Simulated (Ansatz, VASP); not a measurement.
# SrCl2: VASP beside Ansatz

Contents of INCAR:

```
ALGO = Normal
EDIFF = 1E-6
ENCUT = 520
GGA = PE
ISIF = 2
ISMEAR = -1
LASPH = True
LCHARG = False
LREAL = False
LWAVE = False
NBANDS = 19
NELM = 80
PREC = Accurate
SIGMA = 0.02
```

The input KPOINTS:

```
k-points
0
Gamma
  8 8 8
```

Contents of POSCAR:

```
SrCl2
1.0
    2.1691735015      1.2523729050      6.3804504438
   -2.1691735015      1.2523729050      6.3804504438
    0.0000000000     -2.5047458101      6.3804504438
Sr Cl
1 2
Direct
    0.0001794934      0.0001794934      0.0001794934
    0.4180391759      0.4180391759      0.4180391759
    0.2484479974      0.2484479974      0.2484479974
```

Input for Ansatz:

```yaml
crystal:
  lattice:
    - [2.1691735015, 1.252372905, 6.3804504438]
    - [-2.1691735015, 1.252372905, 6.3804504438]
    - [0.0, -2.5047458101, 6.3804504438]
  atoms:
    - { symbol: Sr, position: [0.0001794934, 0.0001794934, 0.0001794934] }
    - { symbol: Cl, position: [0.4180391759, 0.4180391759, 0.4180391759] }
    - { symbol: Cl, position: [0.2484479974, 0.2484479974, 0.2484479974] }
kpoints:
  mp_grid: { grid: [8, 8, 8] }
  band_path:
    path:
      - [0.0, 0.0, 0.0]
      - [-0.5, -0.5, -0.5]
      - [-0.5, -0.192351301, -0.807648699]
      - [-0.192351301, 0.192351301, -0.5]
      - [0.0, 0.0, -0.5]
      - [0.0, 0.3461756505, -0.3461756505]
      - [-0.3461756505, 0.0, -0.6538243495]
      - [-0.5, 0.0, -0.5]
    npoints: 1
hamiltonian:
  xc: pbe
scf:
  occupations: { method: fermi_dirac, width: 0.02 }
  n_extra_bands: 4
output:
  forces: true
  stress: true
  eigenvalues: true
```

Change from the starting cell: hydrostatic strain +4.0%.

Alike in both runs: task single point; functional PBE; k mesh 8 × 8 × 8; occupations fermi-dirac, width 0.02 eV; no spin polarisation.

|  | VASP | Ansatz |
| --- | --- | --- |
| version | VASP 6.6.1 | Ansatz 0.2.0 |
| potentials or method | VASP PAW PBE potentials, release 64 (Sr_sv, Cl) | plane waves, PAW |
| plane-wave cutoff (eV) | 520 | 420 |
| valence electrons in the cell | 24 | 24 |

|  | VASP | Ansatz | Ansatz less VASP |
| --- | --- | --- | --- |
| gap on the k mesh at the Fermi level (eV) | 4.12 | 4.11 | -0.009 |
| pressure (GPa) | -0.7 | -0.8 | -0.05 |
| traceless stress, the component that is largest in VASP (GPa) | 1.01 | 1.02 | +0.010 |
| rms of the force components (eV/Å) | 0.003 | 0.006 | +0.0028 |

Atom by atom the forces differ by 0.008 eV/Å (rms over components).
